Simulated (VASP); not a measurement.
# GaN (P1) in VASP: relaxation of the atoms with PBE

Aim: the relaxation of the atoms of GaN with PBE.

All numbers are computed with VASP 6.6.1; they aren't measurements. Logs are shortened: lines on timing, memory, paths and dates and some standing lists are left out, and cuts for length are marked.

## 1. The cell of the first run

The typed cell holds 2 atoms: a = 3.187 Å, b = 3.187 Å, c = 3.187 Å, α = 60.00°, β = 60.00°, γ = 60.00°.

## 2. Relaxation of the atoms, PBE

INCAR

```
ALGO = Normal ; EDIFF = 1E-6
EDIFFG = -0.005 ; ENCUT = 520
GGA = PE ; IBRION = 2
ISIF = 2 ; ISMEAR = 0
LASPH = True ; LCHARG = False
LREAL = False ; LWAVE = False
NELM = 60 ; NSW = 80
PREC = Accurate ; SIGMA = 0.01
```

KPOINTS

```
k-points
0
Gamma
  6 6 6
```

POSCAR

```
GaN
1.0
    0.0000000000      2.2535006100      2.2535006100
    2.2535006100      0.0000000000      2.2535006100
    2.2535006100      2.2535006100      0.0000000000
Ga N
1 1
Direct
   -0.0239816645     -0.0103072167      0.0398520612
    0.7489974960      0.7350254602      0.7647885215
```

Potentials or basis: VASP PAW PBE potentials, release 64 (Ga_d, N).

Command:

```sh
$ cat potpaw_PBE.64/Ga_d/POTCAR potpaw_PBE.64/N/POTCAR > POTCAR
$ mpirun -np 1 vasp_std > vasp.out
```

OUTCAR:

```text
EDIFF = 1E-6
   EDIFFG = -0.005
   ENCUT = 520
   GGA = PE
   IBRION = 2
   ISIF = 2
   ISMEAR = 0
   LASPH = True
   LREAL = False
   NELM = 60
   NSW = 80
   PREC = Accurate

 ion  position               nearest neighbor table
   1  0.976  0.990  0.040-   2 1.89   2 1.94   2 1.97   2 2.01
   2  0.749  0.735  0.765-   1 1.89   1 1.94   1 1.97   1 2.01

  LATTYP: Found a face centered cubic cell.
 ALAT       =     4.5070012200

  Lattice vectors:

 A1 = (   0.0000000000,   2.2535006100,   2.2535006100)
 A2 = (   2.2535006100,   0.0000000000,   2.2535006100)
 A3 = (   2.2535006100,   2.2535006100,   0.0000000000)

Analysis of symmetry for initial positions (statically):
=====================================================================
 Subroutine PRICEL returns:
 Original cell was already a primitive cell.

 Routine SETGRP: Setting up the symmetry group for a
 face centered cubic supercell.

 Subroutine GETGRP returns: Found  1 space group operations
 (whereof  1 operations were pure point group operations)
 out of a pool of 48 trial point group operations.

The static configuration has the point symmetry C_1 .

Analysis of symmetry for dynamics (positions and initial velocities):
=====================================================================
 Subroutine PRICEL returns:
 Original cell was already a primitive cell.

 Routine SETGRP: Setting up the symmetry group for a
 face centered cubic supercell.

 Subroutine GETGRP returns: Found  1 space group operations
 (whereof  1 operations were pure point group operations)
 out of a pool of 48 trial point group operations.

The dynamic configuration has the point symmetry C_1 .

 Subroutine INISYM returns: Found  1 space group operations
 (whereof  1 operations are pure point group operations),
 and found     1 'primitive' translations

----------------------------------------------------------------------------------------

                                     Primitive cell

  volume of cell :      22.8877

  direct lattice vectors                    reciprocal lattice vectors
     0.000000000  2.253500610  2.253500610    -0.221877020  0.221877020  0.221877020
     2.253500610  0.000000000  2.253500610     0.221877020 -0.221877020  0.221877020
     2.253500610  2.253500610  0.000000000     0.221877020  0.221877020 -0.221877020

  length of vectors
     3.186931125  3.186931125  3.186931125     0.384302272  0.384302272  0.384302272

  position of ions in fractional coordinates (direct lattice)
     0.976018336  0.989692783  0.039852061
     0.748997496  0.735025460  0.764788522

  ion indices of the primitive-cell ions
   primitive index   ion index
                 1           1
                 2           2

----------------------------------------------------------------------------------------

 KPOINTS: k-points

Automatic generation of k-mesh.
 Grid dimensions read from file:
 generate k-points for:    6    6    6

 Generating k-lattice:

  Cartesian coordinates                     Fractional coordinates (reciprocal lattice)
    -0.036979503  0.036979503  0.036979503     0.166666667  0.000000000  0.000000000
     0.036979503 -0.036979503  0.036979503     0.000000000  0.166666667  0.000000000
     0.036979503  0.036979503 -0.036979503     0.000000000  0.000000000  0.166666667

  Length of vectors
     0.064050379  0.064050379  0.064050379

  Shift w.r.t. Gamma in fractional coordinates (k-lattice)
     0.000000000  0.000000000  0.000000000

 Subroutine IBZKPT returns following result:
 ===========================================

 Found    112 irreducible k-points:

 Following reciprocal coordinates:
            Coordinates               Weight
  0.000000  0.000000  0.000000      1.000000
  0.166667  0.000000  0.000000      2.000000
  0.000000  0.166667  0.000000      2.000000
  0.000000  0.000000  0.166667      2.000000
  0.166667  0.166667  0.166667      2.000000
  0.333333  0.000000  0.000000      2.000000
[... 16 lines left out ...]
  0.166667 -0.166667 -0.166667      2.000000
  0.333333  0.333333  0.166667      2.000000
 [... further k-points ...]
   k-points           NKPTS =    112   k-points in BZ     NKDIM =    112   number of bands    NBANDS=     13
   number of dos      NEDOS =    301   number of ions     NIONS =      2
   total plane-waves  NPLWV =  13824
   dimension x,y,z NGX =    24 NGY =   24 NGZ =   24
   dimension x,y,z NGXF=    48 NGYF=   48 NGZF=   48
   ions per type =               1   1
   NGX,Y,Z   is equivalent  to a cutoff of  12.52, 12.52, 12.52 a.u.
   NGXF,Y,Z  is equivalent  to a cutoff of  25.04, 25.04, 25.04 a.u.
 SYSTEM =  unknown system
   PREC   = accura    normal or accurate (medium, high low for compatibility)
   ISTART =      0    job   : 0-new  1-cont  2-samecut
   ICHARG =      2    charge: 1-file 2-atom 10-const
   ISPIN  =      1    spin polarized calculation?
   LNONCOLLINEAR =      F non collinear calculations
   LSORBIT =      F    spin-orbit coupling
   LASPH  =      T    aspherical Exc in radial PAW
   ENCUT  =  520.0 eV  38.22 Ry    6.18 a.u.   5.93  5.93  5.93*2*pi/ulx,y,z
   NELM   =     60;   NELMIN=  2; NELMDL= -5     # of ELM steps
   EDIFF  = 0.1E-05   stopping-criterion for ELM
   LREAL  =      F    real-space projection
   EDIFFG = -.5E-02   stopping-criterion for IOM
   NSW    =     80    number of steps for IOM
   IBRION =      2    ionic relax: 0-MD 1-quasi-New 2-CG
   NFREE  =      1    steps in history (QN), initial steepest desc. (CG)
   ISIF   =      2    stress and relaxation
   ISYM   =      2    0-nonsym 1-usesym 2-fastsym
   POTIM  = 0.5000    time-step for ionic-motion
   TEBEG  =    0.0;   TEEND  =   0.0 temperature during run
   PSTRESS=    0.0 pullay stress
   NELECT =      18.0000    total number of electrons
   NUPDOWN=      -1.0000    fix difference up-down
   EMIN   =  10.00;   EMAX   =-10.00  energy-range for DOS
   EFERMI =   0.00;   METHOD = LEGACY
   ISMEAR =     0;   SIGMA  =   0.01  broadening in eV -4-tet -1-fermi 0-gaus
   EFERMI_NEDOS =   21; number of points for ismear=-14 and -15
   IALGO  =     38    algorithm
   IMIX   =      4    mixing-type and parameters
     AMIX     =   0.40;   BMIX     =  1.00
     AMIX_MAG =   1.60;   BMIX_MAG =  1.00
  volume/ion in A,a.u.               =      11.44        77.23
  Fermi-wavevector in a.u.,A,eV,Ry     =   1.511117  2.855596 31.068543  2.283473
  Thomas-Fermi vector in A             =   2.621216
   LORBIT       =      0    0 simple, 1 ext, 2 COOP (PROOUT), +10 PAW based schemes
   GGA     = PE    functional components
   LHFCALC =     F    Hartree Fock is set to
   AEXX    =    0.0000 exact exchange contribution
   IVDW    =     0    specifies the selected vdW correction
   LEPSILON=     F    determine dielectric tensor
   LRPA    =     F    only Hartree local field effects (RPA)
 conjugate gradient relaxation of ions
 non-spin polarized calculation
 Gauss-broadening in eV      SIGMA  =   0.01
  energy-cutoff  :      520.00
  volume of cell :       22.89
 maximum number of plane-waves:       636
   NGX = 11   NGY = 11   NGZ = 11

--------------------------------------- Ionic step        1  -------------------------------------------

 number of electron      18.0000002 magnetization

 Free energy of the ion-electron system (eV)
  ---------------------------------------------------
  ext. energy  EPLUGINS =         0.00000000
  ---------------------------------------------------
  free energy    TOTEN  =       -12.09980193 eV

  energy without entropy =      -12.09980193  energy(sigma->0) =      -12.09980193

------------------------ aborting loop because EDIFF is reached ----------------------------------------

  FORCE on cell =-STRESS in cart. coord.  units (eV):
  Direction    XX          YY          ZZ          XY          YZ          ZX
  --------------------------------------------------------------------------------------
  -------------------------------------------------------------------------------------
  Total        0.7589376      0.8459272      0.8125450      0.3675168     -0.5795121     -0.1433731
  in kB       53.1267939     59.2161972     56.8793952     25.7267409    -40.5667357    -10.0363390
  external PRESSURE =      56.4074621 kB  Pullay stress =       0.0000000 kB

 VOLUME and BASIS-vectors are now :
 -----------------------------------------------------------------------------
  energy-cutoff  :      520.00
  volume of cell :       22.89
      direct lattice vectors                 reciprocal lattice vectors
     0.000000000  2.253500610  2.253500610    -0.221877020  0.221877020  0.221877020
     2.253500610  0.000000000  2.253500610     0.221877020 -0.221877020  0.221877020
     2.253500610  2.253500610  0.000000000     0.221877020  0.221877020 -0.221877020
[... 181 lines left out ...]
 POSITION                                       TOTAL-FORCE (eV/Angst)
 -----------------------------------------------------------------------------------
      2.28593      2.28675      4.45071         0.015989      0.003494     -0.008497
      3.41398      3.41383      3.32327        -0.015989     -0.003494      0.008497
 -----------------------------------------------------------------------------------
    total drift:                                0.000059     -0.000408     -0.000130

  FREE ENERGIE OF THE ION-ELECTRON SYSTEM (eV)
  ---------------------------------------------------
  free  energy   TOTEN  =       -12.1386670499 eV

  energy  without entropy=      -12.1386670499  energy(sigma->0) =      -12.13866705

--------------------------------------- Ionic step        7  -------------------------------------------

 number of electron      18.0000000 magnetization

 Free energy of the ion-electron system (eV)
  ---------------------------------------------------
  ext. energy  EPLUGINS =         0.00000000
  ---------------------------------------------------
  free energy    TOTEN  =       -12.13868038 eV

  energy without entropy =      -12.13868038  energy(sigma->0) =      -12.13868038

 E-fermi :   5.3402     XC(G=0): -11.6657

 val. band max:        5.2865907210   @ k =   0.0000   0.0000   0.0000
 cond. band min:       7.0085801955   @ k =   0.0000   0.0000   0.0000
 fundamental gap:      1.7219894745
 Fermi energy:         5.3401803300

 k-point     1 :       0.0000    0.0000    0.0000
  band No.  band energies     occupation
      1     -10.6487      2.00000
      2      -8.1603      2.00000
      3      -8.1601      2.00000
      4      -8.1600      2.00000
      5      -7.8406      2.00000
      6      -7.8406      2.00000
      7       5.2856      2.00000
      8       5.2862      2.00000
      9       5.2866      2.00000
     10       7.0086      0.00000
     11      15.5835      0.00000
     12      15.5839      0.00000
     13      15.5843      0.00000

 k-point     2 :       0.1667    0.0000    0.0000
  band No.  band energies     occupation
      1     -10.3647      2.00000
      2      -8.1264      2.00000
      3      -8.1262      2.00000
      4      -8.0327      2.00000
      5      -7.8420      2.00000
      6      -7.8420      2.00000
      7       3.0030      2.00000
      8       5.0144      2.00000
      9       5.0153      2.00000
     10       8.6181      0.00000
     11      14.5430      0.00000
[... 339 lines left out ...]
 k-point    24 :       0.3333    0.3333    0.1667
  band No.  band energies     occupation
      1      -9.8853      2.00000
      2      -8.0630      2.00000
      3      -8.0316      2.00000
      4      -7.9254      2.00000
      5      -7.8002      2.00000
      6      -7.4667      2.00000
      7       0.9293      2.00000
      8       3.8153      2.00000
      9       3.9220      2.00000
     10      10.2919      0.00000
     11      13.1158      0.00000
     12      15.5414      0.00000
     13      16.8810      0.00000

 [... further k-points ...]

------------------------ aborting loop because EDIFF is reached ----------------------------------------

  FORCE on cell =-STRESS in cart. coord.  units (eV):
  Direction    XX          YY          ZZ          XY          YZ          ZX
  --------------------------------------------------------------------------------------
  -------------------------------------------------------------------------------------
  Total        0.7182373      0.7182999      0.7181968     -0.0001760      0.0005643     -0.0017070
  in kB       50.2777141     50.2820905     50.2748790     -0.0123218      0.0395042     -0.1194898
  external PRESSURE =      50.2782279 kB  Pullay stress =       0.0000000 kB

 VOLUME and BASIS-vectors are now :
 -----------------------------------------------------------------------------
  energy-cutoff  :      520.00
  volume of cell :       22.89
      direct lattice vectors                 reciprocal lattice vectors
     0.000000000  2.253500610  2.253500610    -0.221877020  0.221877020  0.221877020
     2.253500610  0.000000000  2.253500610     0.221877020 -0.221877020  0.221877020
     2.253500610  2.253500610  0.000000000     0.221877020  0.221877020 -0.221877020

 POSITION                                       TOTAL-FORCE (eV/Angst)
 -----------------------------------------------------------------------------------
      2.28661      2.28704      4.45033        -0.001375     -0.003279      0.001034
      3.41330      3.41355      3.32364         0.001375      0.003279     -0.001034
 -----------------------------------------------------------------------------------
    total drift:                               -0.000965     -0.000519      0.000429

  FREE ENERGIE OF THE ION-ELECTRON SYSTEM (eV)
  ---------------------------------------------------
  free  energy   TOTEN  =       -12.1386803783 eV

  energy  without entropy=      -12.1386803783  energy(sigma->0) =      -12.13868038

 reached required accuracy - stopping structural energy minimisation
```

Wall time 1.7 min (1 thread of Intel Xeon 8259CL, shared host); peak memory 0.17 GiB.

Results:

* Free energy: -12.1387 eV
* Energy gained by relaxing: 19.4 meV/atom
* Ionic steps: 7
* Pressure after relaxing: 5.0 GPa
* Largest force after relaxing: 0.004 eV/Å
* Band gap on the k mesh: 1.72 eV

Forces in eV/Å, atoms in the order of the input:
```
Ga  -0.001 -0.003  0.001
N    0.001  0.003 -0.001
```

Step by step:
| step | energy change (eV) | largest force (eV/Å) | pressure (GPa) |
| --- | --- | --- | --- |
| 1 | 0.0000 | 1.0098 | 5.64 |
| 2 | -0.0358 | 0.2642 | 5.12 |
| 3 | -0.0380 | 0.1430 | 5.08 |
| 4 | -0.0388 | 0.0290 | 5.06 |
| 5 | -0.0389 | 0.0182 | 5.03 |
| 6 | -0.0389 | 0.0184 | 5.03 |
| 7 | -0.0389 | 0.0037 | 5.03 |

Final structure:
```
CELL_PARAMETERS angstrom
0.00000 2.25350 2.25350
2.25350 0.00000 2.25350
2.25350 2.25350 0.00000
ATOMIC_POSITIONS crystal
Ga 0.98752 0.98733 0.02736
N 0.73749 0.73739 0.77728
```
